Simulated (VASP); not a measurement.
# CoO (Fm-3m) in VASP: notebook, part 2 of 2

VASP 6.6.1. Earlier steps stand in the parts before.

**5. The runs side by side**

```csv
task,level,fixed moment (μB),cell,k mesh,gap on the mesh (eV),pressure (GPa),moment (μB)
relaxation of cell and atoms,PBE+D3(BJ),-,"relaxed from a = 3.014 Å, angles 60.0°, 2 atoms",11 × 11 × 11,none,0.1,2.83
single point,PBE,3.0,"a = 3.014 Å, angles 60.0°, 2 atoms",9 × 9 × 9,-,-2.2,3.00
single point,PBE,-,"a = 3.034 Å, angles 60.0°, 2 atoms",11 × 11 × 11,none,-6.1,2.96
```

Alike in all rows: potentials or basis VASP PAW PBE potentials, release 64 (Co_sv, O); spin collinear, ferromagnetic start; cutoff (eV) 700; smearing fermi-dirac 0.05 eV.

Caveats: a cell with one magnetic atom can't hold antiferromagnetic order, which such compounds often take; semilocal functionals often make such compounds metallic where correlation or magnetic order opens a gap, which also shifts bond lengths (at least some runs); the total moment is fixed, so each spin has its own Fermi level and the state may be an excited one (at least some runs); the cell stands under tension (at least some runs).

Absolute energies hang on the potentials; compare differences alone.
